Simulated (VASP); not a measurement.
**InP: single point with PBE+D3(BJ)**

The system is InP.

```
CELL_PARAMETERS angstrom
0.00000 2.82937 2.82937
2.82937 0.00000 2.82937
2.82937 2.82937 0.00000
ATOMIC_POSITIONS crystal
In 0.00000 0.00000 0.00000
P 0.25000 0.25000 0.25000
```

| Quantity | Value |
| --- | --- |
| Program | VASP 6.6.1 |
| Task | single point |
| Functional | PBE |
| Dispersion | D3(BJ) |
| Potentials or basis | VASP PAW PBE potentials, release 64 (In_d, P) |
| Cutoff | 500 eV |
| k mesh | 7 × 7 × 7 |
| Occupations | gaussian, width 0.01 eV |
| Spin | no spin polarisation |
| Dipole correction | no |
| Further INCAR settings | ALGO = Normal; EDIFF = 1e-06; NBANDS = 16 |

```
Pressure                   : 10.4 GPa
Band gap on the k mesh     : 1.28 eV, direct
Dispersion energy per atom : -0.352 eV
```

Levels at points of the mesh, in eV from the valence-band top:
| k point | band 6 | band 7 | band 8 | band 9 | band 10 | band 11 | band 12 | band 13 |
| --- | --- | --- | --- | --- | --- | --- | --- | --- |
| (0.00, 0.00, 0.00) | -12.30 | 0.00 | 0.00 | 0.00 | 1.28 | 4.06 | 4.06 | 4.06 |

Run time: 24 s on 1 thread of AMD EPYC 7R43 64-Core Processor (Zen 3) (shared host), peak memory 0.14 GiB.

Caveat: three body term missing; spin-orbit coupling is left out, which moves the levels of the heavy elements. PBE gaps usually lie below the measured ones, often by a third to a half.
